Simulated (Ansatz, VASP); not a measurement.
# AlNi: VASP beside Ansatz

The input INCAR:

```
SYSTEM = AlNi
  ALGO = Fast
  EDIFF = 1E-7
  ENCUT = 520
  GGA = PE
  ISIF = 2
  ISMEAR = 0
  LASPH = .True.
  LCHARG = .False.
  LREAL = .False.
  LWAVE = .False.
  NBANDS = 14
  NELM = 60
  PREC = Accurate
  SIGMA = 0.15
```

KPOINTS

```
k-points
0
Gamma
  20 20 20
  0 0 0
```

The input POSCAR:

```
AlNi
1.0
    3.0377377044      0.0000000000      0.0000000000
    0.0000000000      3.0377377044      0.0000000000
    0.0000000000      0.0000000000      2.9654106162
Al Ni
1 1
Direct
    0.0000000000      0.0000000000      0.0000000000
    0.5000000000      0.5000000000      0.5000000000
```

Input for Ansatz:

```yaml
crystal:
  lattice:
    - [3.0377377044, 0.0, 0.0]
    - [0.0, 3.0377377044, 0.0]
    - [0.0, 0.0, 2.9654106162]
  atoms:
    - { symbol: Al, position: [0.0, 0.0, 0.0] }
    - { symbol: Ni, position: [0.5, 0.5, 0.5] }
basis:
  ecutwfc: 420
kpoints:
  mp_grid: { grid: [20, 20, 20] }
hamiltonian:
  xc: pbe
scf:
  occupations: { method: gaussian, width: 0.15 }
output:
  forces: true
  stress: true
  eigenvalues: true
```

Change from the starting cell: strain +0.050 along x and y, +0.025 along z, atoms carried along.

Alike in both runs: task single point; functional PBE; k mesh 20 × 20 × 20; occupations gaussian, width 0.15 eV; no spin polarisation.

```csv
,VASP,Ansatz
version,VASP 6.6.1,Ansatz 0.2.0
potentials or method,"VASP PAW PBE potentials, release 64 (Al, Ni), cutoff 520 eV","scalar-relativistic, plane waves, PAW"
valence electrons in the cell,13,21
```

|  | VASP | Ansatz | Ansatz less VASP |
| --- | --- | --- | --- |
| gap on the k mesh at the Fermi level (eV) | none | none | - |
| pressure (GPa) | -14.8 | -14.9 | -0.09 |
| traceless stress, the component that is largest in VASP (GPa) | 0.82 | 0.80 | -0.018 |

A gap of «none» marks a metal or a gap that the smearing closes. VASP's potentials hold 13 valence electrons a cell and Ansatz's 21, so a difference there can come from the potentials and not from the codes.
